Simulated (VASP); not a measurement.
# Fe (P6/mmm) in VASP: further runs

Fe is run at these levels: revPBE; tasks: single point.

Program: VASP 6.6.1. These are calculated values, not measurements. Logs are shortened: lines on timing, memory, paths and dates and some standing lists are left out, and cuts for length are marked.

## 1. The cell of the first run

It takes space group P6/mmm (No. 191, hexagonal). Conventional cell: a = 4.222 Å, b = 4.222 Å, c = 2.410 Å, α = 90.00°, β = 90.00°, γ = 120.00°. Fe (site symmetry 6/mmm) has 14 Fe at 2.41 to 2.72 Å within 3.2 Å. Fe (site symmetry -6m2) has 11 Fe at 2.41 to 2.72 Å within 3.2 Å.

This isn't the form of Fe at room conditions, which is bcc.

## 2. Single point, revPBE, collinear spin, ferromagnetic start

INCAR

```
SYSTEM = Fe
ALGO = Normal
EDIFF = 1E-7
ENCUT = 520
GGA = RE
ISIF = 2
ISMEAR = -1
ISPIN = 2
LASPH = .TRUE.
LCHARG = .TRUE.
LELF = .TRUE.
LMAXMIX = 4
LORBIT = 11
LREAL = .FALSE.
LVHAR = .TRUE.
LWAVE = .FALSE.
MAGMOM = 2.684 2.586 2.586
NBANDS = 23
NELM = 150
PREC = Accurate
SIGMA = 0.05
```

KPOINTS

```
k-points
0
G
  11 11 17
  0 0 0
```

POSCAR

```
Fe
1.0
    4.2222925111      0.0000000000      0.0000000000
   -2.1111462556      3.6566125768      0.0000000000
    0.0000000000      0.0000000000      2.4097498137
Fe
3
Direct
    0.0000000000      1.0000000000      0.0000000000
    0.3333333333      0.6666666667      0.5000000000
    0.6666666667      0.3333333333      0.5000000000
```

Potentials or basis: VASP PAW PBE potentials, release 64 (Fe).

Launch:

```sh
> cat potpaw_PBE.64/Fe/POTCAR > POTCAR
> mpirun -np 1 vasp_std > vasp.out
```

OUTCAR:

```text
SYSTEM = Fe
   EDIFF = 1E-7
   ENCUT = 520
   GGA = RE
   ISIF = 2
   ISMEAR = -1
   ISPIN = 2
   LASPH = .TRUE.
   LORBIT = 11
   LREAL = .FALSE.
   NELM = 150
   PREC = Accurate

 ion  position               nearest neighbor table
   1  0.000  0.000  0.000-   2 2.72   3 2.72   2 2.72   3 2.72   3 2.72   3 2.72   2 2.72   2 2.72
                             3 2.72   3 2.72   2 2.72   2 2.72
   2  0.333  0.667  0.500-   3 2.44   3 2.44   3 2.44   1 2.72   1 2.72   1 2.72   1 2.72   1 2.72
                             1 2.72
   3  0.667  0.333  0.500-   2 2.44   2 2.44   2 2.44   1 2.72   1 2.72   1 2.72   1 2.72   1 2.72
                             1 2.72

  LATTYP: Found a hexagonal cell.
 ALAT       =     4.2222925111
 C/A-ratio  =     0.5707207180

  Lattice vectors:

 A1 = (   4.2222925111,   0.0000000000,   0.0000000000)
 A2 = (  -2.1111462556,   3.6566125768,   0.0000000000)
 A3 = (   0.0000000000,   0.0000000000,   2.4097498137)

Analysis of symmetry for initial positions (statically):
=====================================================================
 Subroutine PRICEL returns:
 Original cell was already a primitive cell.

 Routine SETGRP: Setting up the symmetry group for a
 hexagonal supercell.

 Subroutine GETGRP returns: Found 24 space group operations
 (whereof 24 operations were pure point group operations)
 out of a pool of 24 trial point group operations.

The static configuration has the point symmetry D_6h.

Analysis of symmetry for dynamics (positions and initial velocities):
=====================================================================
 Subroutine PRICEL returns:
 Original cell was already a primitive cell.

 Routine SETGRP: Setting up the symmetry group for a
 hexagonal supercell.

 Subroutine GETGRP returns: Found 24 space group operations
 (whereof 24 operations were pure point group operations)
 out of a pool of 24 trial point group operations.

The dynamic configuration has the point symmetry D_6h.

Analysis of structural, dynamic, and magnetic symmetry:
=====================================================================
 Subroutine PRICEL returns:
 Original cell was already a primitive cell.

 Routine SETGRP: Setting up the symmetry group for a
 hexagonal supercell.

 Subroutine GETGRP returns: Found 24 space group operations
 (whereof 24 operations were pure point group operations)
 out of a pool of 24 trial point group operations.

The overall configuration has the point symmetry D_6h.

 Subroutine INISYM returns: Found 24 space group operations
 (whereof 24 operations are pure point group operations),
 and found     1 'primitive' translations

[... 122 lines left out ...]
   LHFCALC =     F    Hartree Fock is set to
   AEXX    =    0.0000 exact exchange contribution
   IVDW    =     0    specifies the selected vdW correction
   LEPSILON=     F    determine dielectric tensor
   LRPA    =     F    only Hartree local field effects (RPA)
 spin polarized calculation
  energy-cutoff  :      520.00
  volume of cell :       37.20
 maximum number of plane-waves:      1023
 NGX is ok and might be reduce to    32
   NGX = 15   NGY = 15   NGZ =  9

 number of electron      24.0000010 magnetization       7.7609147

 Free energy of the ion-electron system (eV)
  ---------------------------------------------------
  ext. energy  EPLUGINS =         0.00000000
  ---------------------------------------------------
  free energy    TOTEN  =       -23.04734555 eV

  energy without entropy =      -23.02369648  energy(sigma->0) =      -23.03552101

 E-fermi :   5.4064     XC(G=0): -12.5350

 val. band max:        5.4038162758   @ k =   0.2727   0.1818   0.0588
 cond. band min:       5.4096918596   @ k =   0.2727   0.0000   0.3529
 fundamental gap:      0.0058755838
 Fermi energy:         5.4064386488

 spin component 1

 k-point     1 :       0.0000    0.0000    0.0000
  band No.  band energies     occupation
      1      -2.8721      1.00000
      2       1.0407      1.00000
      3       2.0825      1.00000
      4       2.0825      1.00000
      5       2.1492      1.00000
      6       2.2066      1.00000
[... 613 lines left out ...]
     22      16.9637      0.00000
     23      22.5320      0.00000

 [... further k-points ...]

 spin component 2

 k-point     1 :       0.0000    0.0000    0.0000
  band No.  band energies     occupation
      1      -2.6620      1.00000
      2       2.6658      1.00000
      3       3.8013      1.00000
      4       3.8013      1.00000
      5       3.8074      1.00000
      6       3.8074      1.00000
[... 613 lines left out ...]
     22      17.7114      0.00000
     23      23.1410      0.00000

 [... further k-points ...]

------------------------ aborting loop because EDIFF is reached ----------------------------------------

  FORCE on cell =-STRESS in cart. coord.  units (eV):
  Direction    XX          YY          ZZ          XY          YZ          ZX
  --------------------------------------------------------------------------------------
  -------------------------------------------------------------------------------------
  Total       -0.0207920     -0.0207920     -0.2480324      0.0000000      0.0000000     -0.0000000
  in kB       -0.8953798     -0.8953798    -10.6811940      0.0000000      0.0000000     -0.0000000
  external PRESSURE =      -4.1573179 kB  Pullay stress =       0.0000000 kB

 VOLUME and BASIS-vectors are now :
 -----------------------------------------------------------------------------
  energy-cutoff  :      520.00
  volume of cell :       37.20
      direct lattice vectors                 reciprocal lattice vectors
     4.222292511  0.000000000  0.000000000     0.236838163  0.136738577  0.000000000
    -2.111146256  3.656612577  0.000000000     0.000000000  0.273477154  0.000000000
     0.000000000  0.000000000  2.409749814     0.000000000  0.000000000  0.414980839

 POSITION                                       TOTAL-FORCE (eV/Angst)
 -----------------------------------------------------------------------------------
      0.00000      0.00000      0.00000        -0.000000      0.000000      0.000000
     -0.00000      2.43774      1.20487         0.000000      0.000000      0.000000
      2.11115      1.21887      1.20487        -0.000000      0.000000      0.000000
 -----------------------------------------------------------------------------------
    total drift:                               -0.000000      0.000000      0.000000

  FREE ENERGIE OF THE ION-ELECTRON SYSTEM (eV)
  ---------------------------------------------------
  free  energy   TOTEN  =       -23.0473455452 eV

  energy  without entropy=      -23.0236964791  energy(sigma->0) =      -23.03552101

 total charge

# of ion       s       p       d       tot
------------------------------------------
    1        0.448   0.468   6.152   7.068
    2        0.470   0.467   6.206   7.143
    3        0.470   0.467   6.206   7.143
--------------------------------------------------
tot          1.388   1.402  18.564  21.354

 magnetization (x)

# of ion       s       p       d       tot
------------------------------------------
    1       -0.012  -0.055   2.686   2.619
    2       -0.012  -0.036   2.626   2.579
    3       -0.012  -0.036   2.626   2.579
--------------------------------------------------
tot         -0.035  -0.127   7.938   7.776
```

OSZICAR:

```text
N       E                     dE             d eps       ncg     rms          rms(c)
DAV:   1     0.149654423819E+03    0.14965E+03   -0.10413E+04 13648   0.131E+03
DAV:   2    -0.190432324547E+02   -0.16870E+03   -0.15656E+03 13276   0.263E+02
[... 12 lines left out ...]
DAV:  15    -0.230473427545E+02    0.23680E-05   -0.38132E-05 19112   0.770E-02    0.293E-02
DAV:  16    -0.230473489871E+02   -0.62326E-05   -0.10045E-05 20329   0.445E-02    0.202E-02
DAV:  17    -0.230473457086E+02    0.32786E-05   -0.39145E-06 19495   0.640E-02    0.159E-02
DAV:  18    -0.230473458370E+02   -0.12841E-06   -0.92530E-07 16733   0.183E-02    0.565E-03
DAV:  19    -0.230473455994E+02    0.23755E-06   -0.10329E-07  7860   0.836E-03    0.151E-03
DAV:  20    -0.230473455452E+02    0.54195E-07   -0.53164E-08  6865   0.224E-03
   1 F= -.23047346E+02 E0= -.23035521E+02  d E =-.236491E-01  mag=     7.7610
```

stdout:

```text
POSCAR found type information on POSCAR Fe
 POSCAR found :  1 types and       3 ions
 scaLAPACK will be used
 -----------------------------------------------------------------------------
|                                                                             |
|                                                                             |
|     You enforced a specific xc type in the INCAR file but a different       |
|     I HOPE YOU KNOW WHAT YOU ARE DOING!                                     |
|                                                                             |
 -----------------------------------------------------------------------------

 LDA part: xc-table for (Slater+PW92), standard interpolation
 POSCAR, INCAR and KPOINTS ok, starting setup
 FFT: planning ... GRIDC
 FFT: planning ... GRID_SOFT
 FFT: planning ... GRID
 WAVECAR not read
 entering main loop
```

Run time: 6.3 min. Hardware: 1 thread of Intel Xeon 8259CL, shared host; peak memory 0.29 GiB.

Results:

- Free energy: -23.0473 eV
- Pressure: -0.4 GPa
- Net moment: 7.76 μB per cell
- Site moments: Fe +2.62, +2.58 (each value once) μB
- Valence electrons inside the program's atomic spheres: Fe 7.07, 7.14 (each value once)

Caveat: the PAW data sets were made with another functional, which shifts forces and pressure a little.

## 3. Single point, revPBE, collinear spin, ferromagnetic start (10.91 Å³/atom)

This run uses another cell than the first one, of 10.91 Å³/atom.

INCAR

```
SYSTEM = Fe
PREC = Accurate ; ENCUT = 520
EDIFF = 1E-6 ; ISMEAR = -1
SIGMA = 0.05 ; LREAL = .False.
LASPH = .True. ; NELM = 150
ALGO = Normal ; ISIF = 2
LWAVE = .False. ; LCHARG = .False.
ISPIN = 2 ; MAGMOM = 2.648 2.584 2.584
LORBIT = 11 ; LMAXMIX = 4
GGA = RE ; NBANDS = 23
```

KPOINTS

```
Automatic mesh
0
Gamma
  10 10 15
  0 0 0
```

POSCAR

```
Fe
1.0
    4.0461552360      0.0000000000      0.0000000000
   -2.0230776180      3.5040732220      0.0000000000
    0.0000000000      0.0000000000      2.3092246216
Fe
3
Direct
    0.0000000000      1.0000000000      0.0000000000
    0.3333333333      0.6666666667      0.5000000000
    0.6666666667      0.3333333333      0.5000000000
```

Potentials or basis: VASP PAW PBE potentials, release 64 (Fe).

Launch:

```sh
> cat potpaw_PBE.64/Fe/POTCAR > POTCAR
> mpirun -np 1 vasp_std > vasp.out
```

Wall time 2.1 min (1 thread of AMD EPYC 9R45 (Zen 5), shared host); peak memory 0.21 GiB.

The run converged. Its results:

- Free energy: -22.7842 eV
- Pressure: 21.9 GPa
- Net moment: 6.85 μB per cell
- Site moments: Fe +2.44, +2.18 (each value once) μB
- Valence electrons inside the program's atomic spheres: Fe 7.32, 7.41 (each value once)

Stress tensor (GPa, compression positive):
```
22.05  0.00  0.00
 0.00 22.05  0.00
 0.00  0.00 21.54
```

Levels at points of the mesh, in eV from the Fermi level:
Spin up:
```csv
k point,band 13,band 14,band 15,band 16,band 17,band 18,band 19,band 20
"(0.00, 0.00, 0.00)",-1.39,-1.39,-0.25,-0.25,6.32,6.32,6.36,6.36
"(0.50, 0.00, 0.00)",-0.58,-0.58,-0.52,-0.29,-0.08,-0.04,7.10,15.19
```
Spin down:
```tsv
k point	band 7	band 8	band 9	band 10	band 11	band 12
(0.00, 0.00, 0.00)	-1.92	-1.22	0.07	0.07	1.34	1.34
(0.50, 0.00, 0.00)	-1.24	-1.05	0.09	0.73	1.46	1.50
```

Caveat: the cell stands under pressure; the PAW data sets were made with another functional, which shifts forces and pressure a little.
